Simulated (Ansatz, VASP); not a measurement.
# One calculation of InAs, two programs

```
In As
1.0
     0.00000    3.06694    3.06694
     3.06694    0.00000    3.06694
     3.06694    3.06694    0.00000
In As
1 1
Cartesian
  0.0000 0.0000 0.0000
  1.5335 1.5335 1.5335
```

Alike in both runs: task single point; functional PBE; k mesh 6 × 6 × 6; occupations gaussian, width 0.1 eV; no spin polarisation.

```csv
,VASP,Ansatz
version,VASP 6.6.1,Ansatz 0.2.0
potentials or method,"VASP PAW PBE potentials, release 64 (In_d, As), cutoff 500 eV","scalar-relativistic, plane waves, PAW"
valence electrons in the cell,18,28
```

```tsv
	VASP	Ansatz	Ansatz less VASP
gap on the k mesh at the Fermi level (eV)	none	none	-
pressure (GPa)	1.4	1.4	-0.05
```

A gap of «none» marks a metal or a gap that the smearing closes. VASP's potentials hold 18 valence electrons a cell and Ansatz's 28, so a difference there can come from the potentials and not from the codes.
